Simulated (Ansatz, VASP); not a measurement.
## One calculation of W, two programs

INCAR

```
SYSTEM = W
PREC = Accurate
ENCUT = 520
EDIFF = 1E-6
ISMEAR = -1
SIGMA = 0.05
LREAL = .False.
LASPH = .True.
NELM = 60
ALGO = Normal
ISIF = 2
LWAVE = .False.
LCHARG = .False.
GGA = PS
NBANDS = 13
```

The input KPOINTS:

```
Automatic mesh
0
Gamma
  18 18 18
  0 0 0
```

POSCAR

```
W
1.0
    0.0000000000      1.9301086726      1.9301086726
    1.9301086726      0.0000000000      1.9301086726
    1.9301086726      1.9301086726      0.0000000000
W
1
Direct
    0.0000000000      0.0000000000      0.0000000000
```

Input for Ansatz:

```yaml
crystal:
  lattice:
    - [0.0, 1.9301086726, 1.9301086726]
    - [1.9301086726, 0.0, 1.9301086726]
    - [1.9301086726, 1.9301086726, 0.0]
  atoms:
    - { symbol: W, position: [0.0, 0.0, 0.0] }
kpoints:
  mp_grid: { grid: [18, 18, 18] }
scf:
  occupations: { method: fermi_dirac, width: 0.05 }
hamiltonian:
  xc: pbesol
  pseudopotentials: { kind: all_electron, lapw: { basis_error: 0.001 } }
output:
  forces: true
  stress: true
  eigenvalues: true
  populations: true
```

Change from the starting cell: volume scaled by 0.9, LAPW.

Alike in both runs: task single point; functional PBEsol; k mesh 18 × 18 × 18; occupations fermi-dirac, width 0.05 eV; no spin polarisation.

|  | VASP | Ansatz |
| --- | --- | --- |
| version | VASP 6.6.1 | Ansatz 0.2.0 |
| potentials or method | VASP PAW PBE potentials, release 64 (W_sv), cutoff 520 eV | all-electron LAPW, scalar-relativistic |

|  | VASP | Ansatz | Ansatz less VASP |
| --- | --- | --- | --- |
| pressure (GPa) | 40.5 | 38.9 | -1.57 |

VASP's potentials were made for PBE, not for PBEsol. Both programs put the cell under a high pressure, so it lies far from rest at this level. Ansatz ran all-electron here, and VASP with PAW potentials.

Spin-orbit coupling is off throughout.
